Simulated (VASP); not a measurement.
Set up this calculation in VASP 6.6.1, as the native input.

- Task: single point
- Functional: PBEsol
- Potentials or basis: VASP PAW PBE potentials, release 64 (Ga_d, As, P)
- Cutoff: 500 eV
- k mesh: 1 × 1 × 1, shifted
- Occupations: fermi-dirac, width 0.05 eV
- Spin: no spin polarisation
- Dipole correction: no
- Further INCAR settings: LREAL = Auto; ALGO = Normal; EDIFF = 1e-06; NBANDS = 326; ISYM = -1

The structure of Ga16As11P5 lies in POSCAR:

```
Ga16As11P5
1.0
   11.1775883346      0.0000000000      0.0000000000
    0.0000000000     11.1775883346      0.0000000000
    0.0000000000      0.0000000000     11.1775883346
Ga As P
32 22 10
Direct
    0.9936760000      0.0000670000      0.0010400000
    0.0037230000      0.9957460000      0.4956340000
    0.0010850000      0.5005160000      0.0077470000
    0.0064550000      0.5004050000      0.4988610000
    0.5000230000      0.9996040000      0.0015360000
    0.5031520000      0.9969150000      0.4961750000
    0.4966140000      0.4971620000      0.0039160000
    0.4956490000      0.5039070000      0.4953100000
    0.2530100000      0.2537160000      0.0042000000
    0.2461070000      0.2531990000      0.4961780000
    0.2459990000      0.7458310000      0.0046250000
    0.2467840000      0.7459530000      0.4957820000
    0.7576600000      0.2501050000      0.0017900000
    0.7506060000      0.2495520000      0.4994350000
    0.7540810000      0.7526700000      0.0044160000
    0.7478790000      0.7525940000      0.4965670000
    0.2454110000      0.9966850000      0.2535050000
    0.2498950000      0.9999500000      0.7503160000
    0.2497500000      0.5012530000      0.2503530000
    0.2455700000      0.5033250000      0.7465170000
    0.7500800000      0.9934900000      0.2500560000
    0.7547610000      0.0036740000      0.7538130000
    0.7541350000      0.4969390000      0.2468680000
    0.7501570000      0.5009500000      0.7505480000
    0.0007020000      0.2569520000      0.2507560000
    0.9974550000      0.2464710000      0.7545380000
    0.0037190000      0.7528740000      0.2466910000
    0.0035120000      0.7457520000      0.7455170000
    0.4966960000      0.2528930000      0.2465920000
    0.4999810000      0.2509480000      0.7490380000
    0.4993870000      0.7490260000      0.2568510000
    0.5000540000      0.7503550000      0.7513290000
    0.1233120000      0.1258280000      0.1260140000
    0.1236260000      0.1248410000      0.6239930000
    0.6269900000      0.1251130000      0.1257130000
    0.6257820000      0.1236890000      0.6249850000
    0.6249460000      0.6249310000      0.1268780000
    0.6238150000      0.6255530000      0.6231210000
    0.3729740000      0.3768660000      0.6229800000
    0.3736520000      0.8731490000      0.1278400000
    0.3738080000      0.8729620000      0.6221470000
    0.8772400000      0.3752470000      0.6250380000
    0.8760010000      0.8748050000      0.6242330000
    0.3738890000      0.1249010000      0.3738650000
    0.3752140000      0.1260320000      0.8762560000
    0.3728120000      0.6238120000      0.8760180000
    0.8764130000      0.1238520000      0.3728020000
    0.8775920000      0.6259330000      0.3730390000
    0.8775430000      0.6249400000      0.8770730000
    0.1243620000      0.3761620000      0.8769610000
    0.1228840000      0.8736760000      0.8763250000
    0.6243230000      0.3758080000      0.3734760000
    0.6261310000      0.3740060000      0.8775170000
    0.6274340000      0.8757410000      0.8764520000
    0.1247880000      0.6240800000      0.1282370000
    0.1256600000      0.6248350000      0.6215560000
    0.3729600000      0.3772280000      0.1274580000
    0.8772240000      0.3751620000      0.1256120000
    0.8763700000      0.8747940000      0.1266450000
    0.3719990000      0.6251840000      0.3735990000
    0.8755380000      0.1251340000      0.8776600000
    0.1260680000      0.3777040000      0.3730170000
    0.1250090000      0.8714560000      0.3741880000
    0.6251030000      0.8736640000      0.3737910000
```

One way to write it, as run:

INCAR

```
PREC = Accurate
ENCUT = 500
EDIFF = 1E-6
ISMEAR = -1
SIGMA = 0.05
LREAL = Auto
LASPH = T
NELM = 120
ALGO = Normal
ISIF = 2
LWAVE = F
LCHARG = F
GGA = PS
NBANDS = 326
ISYM = -1
GGA_COMPAT = F
```

KPOINTS

```
explicit points
1
Reciprocal
  0.25000000   0.25000000   0.25000000 1
```

Potentials or basis: VASP PAW PBE potentials, release 64 (Ga_d, As, P).

Launch:

```bash
$ cat potpaw_PBE.64/Ga_d/POTCAR potpaw_PBE.64/As/POTCAR potpaw_PBE.64/P/POTCAR > POTCAR
$ mpirun -np 1 vasp_std > vasp.out
```

It gave:

```
Pressure               : 0.1 GPa
Largest force          : 0.037 eV/Å
Band gap on the k mesh : 1.44 eV
```

Caveat: the PAW data sets were made with another functional, which shifts forces and pressure a little; a shifted mesh leaves out Γ, where band edges can lie.

It took 37 min on 1 thread of Intel Xeon 8259CL, with other jobs on the host, peak memory 1.2 GiB.
